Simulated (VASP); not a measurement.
# SrCl3O (Pm-3m) in VASP: relaxation of cell and atoms with PBE

Aim: the relaxation of cell and atoms of SrCl3O with PBE.

Everything below comes from runs of VASP 6.6.1. Logs are shortened: lines on timing, memory, paths and dates and some standing lists are left out, and cuts for length are marked.

## (1) The cell of the first run

It takes space group Pm-3m (No. 221, cubic). Conventional cell: a = 4.703 Å, b = 4.703 Å, c = 4.703 Å, α = 90.00°, β = 90.00°, γ = 90.00°. Sr (site symmetry m-3m) has 12 Cl at 3.33 Å and 8 O at 4.07 Å within 4.4 Å. Within 3.1 Å of Cl (site symmetry 4/mmm) lie 2 O at 2.35 Å. Within 3.1 Å of O (site symmetry m-3m) lie 6 Cl at 2.35 Å.

## (2) Relaxation of cell and atoms, PBE, collinear spin, ferromagnetic start

The input, INCAR:

```
  ALGO = Normal
  EDIFF = 1E-6
  EDIFFG = -0.01
  ENCUT = 600
  GGA = PE
  IBRION = 2
  ISIF = 3
  ISMEAR = 0
  ISPIN = 2
  LASPH = True
  LCHARG = False
  LORBIT = 11
  LREAL = False
  LWAVE = False
  MAGMOM = 0 0.18 0.18 0.18 0.99
  NELM = 150
  NSW = 100
  PREC = Accurate
  SIGMA = 0.1
```

The input, KPOINTS:

```
k-points
0
Gamma
  8 8 8
```

The input, POSCAR:

```
SrCl3O
1.0
    4.7033817300      0.0000000000      0.0000000000
    0.0000000000      4.7033817300      0.0000000000
    0.0000000000      0.0000000000      4.7033817300
Sr Cl O
1 3 1
Direct
    0.0000000000      0.0000000000      0.0000000000
    0.0000000000      0.5000000000      0.5000000000
    0.5000000000      0.0000000000      0.5000000000
    0.5000000000      0.5000000000      0.0000000000
    0.5000000000      0.5000000000      0.5000000000
```

Potentials or basis: VASP PAW PBE potentials, release 64 (Sr_sv, Cl, O).

Started as:

```console
$ cat potpaw_PBE.64/Sr_sv/POTCAR potpaw_PBE.64/Cl/POTCAR potpaw_PBE.64/O/POTCAR > POTCAR
$ mpirun -np 1 vasp_std > vasp.out
```

OUTCAR:

```text
EDIFF = 1E-6
   EDIFFG = -0.01
   ENCUT = 600
   GGA = PE
   IBRION = 2
   ISIF = 3
   ISMEAR = 0
   ISPIN = 2
   LASPH = True
   LORBIT = 11
   LREAL = False
   NELM = 150
   NSW = 100
   PREC = Accurate

 ion  position               nearest neighbor table
   1  0.000  0.000  0.000-   2 3.33   3 3.33   4 3.33   2 3.33   3 3.33   2 3.33   4 3.33   2 3.33
                             3 3.33   4 3.33   3 3.33   4 3.33
   2  0.000  0.500  0.500-   1 3.33   1 3.33   1 3.33   1 3.33
   3  0.500  0.000  0.500-   1 3.33   1 3.33   1 3.33   1 3.33
   4  0.500  0.500  0.000-   1 3.33   1 3.33   1 3.33   1 3.33
   5  0.500  0.500  0.500-

  LATTYP: Found a simple cubic cell.
 ALAT       =     4.7033817300

  Lattice vectors:

 A1 = (   4.7033817300,   0.0000000000,   0.0000000000)
 A2 = (   0.0000000000,   4.7033817300,   0.0000000000)
 A3 = (   0.0000000000,   0.0000000000,   4.7033817300)

Analysis of symmetry for initial positions (statically):
=====================================================================
 Subroutine PRICEL returns:
 Original cell was already a primitive cell.

 Routine SETGRP: Setting up the symmetry group for a
 simple cubic supercell.

 Subroutine GETGRP returns: Found 48 space group operations
 (whereof 48 operations were pure point group operations)
 out of a pool of 48 trial point group operations.

The static configuration has the point symmetry O_h .

Analysis of symmetry for dynamics (positions and initial velocities):
=====================================================================
 Subroutine PRICEL returns:
 Original cell was already a primitive cell.

 Routine SETGRP: Setting up the symmetry group for a
 simple cubic supercell.

 Subroutine GETGRP returns: Found 48 space group operations
 (whereof 48 operations were pure point group operations)
 out of a pool of 48 trial point group operations.

The dynamic configuration has the point symmetry O_h .

Analysis of structural, dynamic, and magnetic symmetry:
=====================================================================
 Subroutine PRICEL returns:
 Original cell was already a primitive cell.

 Routine SETGRP: Setting up the symmetry group for a
 simple cubic supercell.

 Subroutine GETGRP returns: Found 48 space group operations
 (whereof 48 operations were pure point group operations)
 out of a pool of 48 trial point group operations.

The overall configuration has the point symmetry O_h .

 Subroutine INISYM returns: Found 48 space group operations
 (whereof 48 operations are pure point group operations),
 and found     1 'primitive' translations

----------------------------------------------------------------------------------------

                                     Primitive cell

  volume of cell :     104.0473

  direct lattice vectors                    reciprocal lattice vectors
     4.703381730  0.000000000  0.000000000     0.212612979  0.000000000  0.000000000
     0.000000000  4.703381730  0.000000000     0.000000000  0.212612979  0.000000000
     0.000000000  0.000000000  4.703381730     0.000000000  0.000000000  0.212612979

  length of vectors
     4.703381730  4.703381730  4.703381730     0.212612979  0.212612979  0.212612979

  position of ions in fractional coordinates (direct lattice)
     0.000000000  0.000000000  0.000000000
     0.000000000  0.500000000  0.500000000
     0.500000000  0.000000000  0.500000000
     0.500000000  0.500000000  0.000000000
     0.500000000  0.500000000  0.500000000

  ion indices of the primitive-cell ions
   primitive index   ion index
                 1           1
                 2           2
[... 113 lines left out ...]
   NGX = 19   NGY = 19   NGZ = 19

--------------------------------------- Ionic step        1  -------------------------------------------

 number of electron      37.0000009 magnetization       0.7277364

 Free energy of the ion-electron system (eV)
  ---------------------------------------------------
  ext. energy  EPLUGINS =         0.00000000
  ---------------------------------------------------
  free energy    TOTEN  =       -16.36322205 eV

  energy without entropy =      -16.36062509  energy(sigma->0) =      -16.36192357

------------------------ aborting loop because EDIFF is reached ----------------------------------------

  FORCE on cell =-STRESS in cart. coord.  units (eV):
  Direction    XX          YY          ZZ          XY          YZ          ZX
  --------------------------------------------------------------------------------------
  -------------------------------------------------------------------------------------
  Total       -0.0896258     -0.0896258     -0.0896258     -0.0000000     -0.0000000      0.0000000
  in kB       -1.3801081     -1.3801081     -1.3801081     -0.0000000     -0.0000000      0.0000000
  external PRESSURE =      -1.3801081 kB  Pullay stress =       0.0000000 kB

 VOLUME and BASIS-vectors are now :
 -----------------------------------------------------------------------------
  energy-cutoff  :      600.00
  volume of cell :      104.05
      direct lattice vectors                 reciprocal lattice vectors
     4.703381730  0.000000000  0.000000000     0.212612979  0.000000000  0.000000000
     0.000000000  4.703381730  0.000000000     0.000000000  0.212612979  0.000000000
     0.000000000  0.000000000  4.703381730     0.000000000  0.000000000  0.212612979

 POSITION                                       TOTAL-FORCE (eV/Angst)
 -----------------------------------------------------------------------------------
      0.00000      0.00000      0.00000         0.000000      0.000000      0.000000
      0.00000      2.35169      2.35169         0.000000      0.000000      0.000000
      2.35169      0.00000      2.35169         0.000000      0.000000      0.000000
      2.35169      2.35169      0.00000         0.000000      0.000000      0.000000
      2.35169      2.35169      2.35169         0.000000      0.000000      0.000000
 -----------------------------------------------------------------------------------
    total drift:                                0.000000      0.000000     -0.000000

  FREE ENERGIE OF THE ION-ELECTRON SYSTEM (eV)
  ---------------------------------------------------
  free  energy   TOTEN  =       -16.3632220531 eV

  energy  without entropy=      -16.3606250919  energy(sigma->0) =      -16.36192357

--------------------------------------- Ionic step        2  -------------------------------------------

 number of electron      37.0000008 magnetization       0.7274707

 Free energy of the ion-electron system (eV)
  ---------------------------------------------------
  ext. energy  EPLUGINS =         0.00000000
  ---------------------------------------------------
  free energy    TOTEN  =       -16.36335295 eV

  energy without entropy =      -16.36073444  energy(sigma->0) =      -16.36204370

 E-fermi :   3.5326     XC(G=0):  -9.3751

 val. band max:        3.4256333352   @ k =   0.5000   0.2500   0.2500
 cond. band min:       3.5369508862   @ k =   0.2500   0.2500   0.2500
 fundamental gap:      0.1113175511
 Fermi energy:         3.5325783199

 spin component 1

 k-point     1 :       0.0000    0.0000    0.0000
  band No.  band energies     occupation
      1     -32.4824      1.00000
      2     -15.2293      1.00000
      3     -14.3998      1.00000
      4     -14.3998      1.00000
      5     -14.3998      1.00000
      6     -11.3008      1.00000
[... 613 lines left out ...]
     22       8.0418      0.00000
     23       8.2333      0.00000

 [... further k-points ...]

 spin component 2

 k-point     1 :       0.0000    0.0000    0.0000
  band No.  band energies     occupation
      1     -32.4828      1.00000
      2     -14.6808      1.00000
      3     -14.4002      1.00000
      4     -14.4002      1.00000
      5     -14.4002      1.00000
      6     -11.1945      1.00000
[... 613 lines left out ...]
     22       8.0617      0.00000
     23       8.2429      0.00000

 [... further k-points ...]

------------------------ aborting loop because EDIFF is reached ----------------------------------------

  FORCE on cell =-STRESS in cart. coord.  units (eV):
  Direction    XX          YY          ZZ          XY          YZ          ZX
  --------------------------------------------------------------------------------------
  -------------------------------------------------------------------------------------
  Total       -0.0107874     -0.0107874     -0.0107874     -0.0000000     -0.0000000      0.0000000
  in kB       -0.1665418     -0.1665418     -0.1665418     -0.0000000     -0.0000000      0.0000000
  external PRESSURE =      -0.1665418 kB  Pullay stress =       0.0000000 kB

 VOLUME and BASIS-vectors are now :
 -----------------------------------------------------------------------------
  energy-cutoff  :      600.00
  volume of cell :      103.78
      direct lattice vectors                 reciprocal lattice vectors
     4.699314445  0.000000000  0.000000000     0.212796997  0.000000000 -0.000000000
    -0.000000000  4.699314445  0.000000000    -0.000000000  0.212796997  0.000000000
     0.000000000 -0.000000000  4.699314445    -0.000000000 -0.000000000  0.212796997

 POSITION                                       TOTAL-FORCE (eV/Angst)
 -----------------------------------------------------------------------------------
      0.00000      0.00000      0.00000         0.000000      0.000000      0.000000
      0.00000      2.34966      2.34966         0.000000     -0.000000      0.000000
      2.34966      0.00000      2.34966         0.000000     -0.000000      0.000000
      2.34966      2.34966      0.00000         0.000000     -0.000000      0.000000
      2.34966      2.34966      2.34966        -0.000000      0.000000      0.000000
 -----------------------------------------------------------------------------------
    total drift:                                0.000000      0.000000     -0.000000

  FREE ENERGIE OF THE ION-ELECTRON SYSTEM (eV)
  ---------------------------------------------------
  free  energy   TOTEN  =       -16.3633529461 eV

  energy  without entropy=      -16.3607344443  energy(sigma->0) =      -16.36204370

 reached required accuracy - stopping structural energy minimisation

 total charge

# of ion       s       p       d       tot
------------------------------------------
    1        1.986   5.753   0.103   7.842
    2        1.620   3.423   0.000   5.043
    3        1.620   3.423   0.000   5.043
    4        1.620   3.423   0.000   5.043
    5        1.645   3.037   0.000   4.682
--------------------------------------------------
tot          8.490  19.060   0.103  27.653

 magnetization (x)

# of ion       s       p       d       tot
------------------------------------------
    1       -0.000  -0.000  -0.000  -0.000
    2        0.004   0.076   0.000   0.080
    3        0.004   0.076   0.000   0.080
    4        0.004   0.076   0.000   0.080
    5        0.008   0.388   0.000   0.396
--------------------------------------------------
tot          0.018   0.617  -0.000   0.635
```

Wall time 2.3 min (1 thread of Intel Xeon 6975P-C (Granite Rapids), shared host); peak memory 0.39 GiB.

What came out:

```
Free energy                                           : -16.3634 eV
Relaxed volume                                        : 20.76 Å³/atom
Relaxed cell                                          : a = 4.699 Å, b = 4.699 Å, c = 4.699 Å, α = 90.00°, β = 90.00°, γ = 90.00°
Space group after relaxing (to 0.05 Å)                : Pm-3m (No. 221)
Energy gained by relaxing                             : 0.0 meV/atom
Ionic steps                                           : 2
Pressure after relaxing                               : 0.0 GPa
Net moment                                            : 0.73 μB per cell
Site moments                                          : Sr -0.00; Cl +0.08; O +0.40 μB
Valence electrons inside the program's atomic spheres : Sr 7.84; Cl 5.04; O 4.68
```

The path:
```csv
step,energy change (eV),largest force (eV/Å),pressure (GPa),volume (Å³)
1,0.0000,0.0000,-0.14,104.05
2,-0.0001,0.0000,-0.02,103.78
```

Final structure:
```
Sr Cl O
1.0
     4.69931    0.00000    0.00000
     0.00000    4.69931    0.00000
     0.00000    0.00000    4.69931
Sr Cl O
1 3 1
Cartesian
  0.0000 0.0000 0.0000
  0.0000 2.3497 2.3497
  2.3497 0.0000 2.3497
  2.3497 2.3497 0.0000
  2.3497 2.3497 2.3497
```
